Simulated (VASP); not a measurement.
Set up this calculation in VASP 6.6.1, as the native input.

| Item | Value |
| --- | --- |
| Task | single point |
| Functional | PBEsol |
| Potentials or basis | VASP PAW PBE potentials, release 64 (Bi_d, Te) |
| Cutoff | 520 eV |
| k mesh | 12 × 12 × 12 |
| Occupations | gaussian, width 0.1 eV |
| Spin | no spin polarisation |
| Dipole correction | no |
| Further INCAR settings | ALGO = Normal; EDIFF = 1e-06; NBANDS = 18 |

The structure of BiTe lies in POSCAR:

```
BiTe
1.0
    2.4002978582      1.3858126145      2.8092349142
   -2.4002978582      1.3858126145      2.8092349142
    0.0000000000     -2.7716252291      2.8092349142
Bi Te
1 1
Direct
    0.5000000000      0.5000000000      0.5000000000
    0.0000000000      0.0000000000      0.0000000000
```

This cell differs from its parent crystal: volume scaled by 0.88, then relaxed in part.

One way to write it, as run:

INCAR

```
SYSTEM = BiTe
PREC = Accurate ; ENCUT = 520
EDIFF = 1E-6 ; ISMEAR = 0
SIGMA = 0.1 ; LREAL = .FALSE.
LASPH = .TRUE. ; NELM = 80
ALGO = Normal ; ISIF = 2
LWAVE = .FALSE. ; LCHARG = .FALSE.
GGA = PS ; NBANDS = 18
```

KPOINTS

```
regular mesh
0
G
  12 12 12
  0 0 0
```

Potentials or basis: VASP PAW PBE potentials, release 64 (Bi_d, Te).

The run is started by

```console
$ cat potpaw_PBE.64/Bi_d/POTCAR potpaw_PBE.64/Te/POTCAR > POTCAR
$ mpirun -np 1 vasp_std > vasp.out
```

Results of the run:

The pressure is 6.9 GPa.

Caveat: the PAW data sets were made with another functional, which shifts forces and pressure a little.

It took 81 s on 1 thread of AMD EPYC 9R45 96-Core Processor (Zen 5) (shared host), peak memory 0.28 GiB.
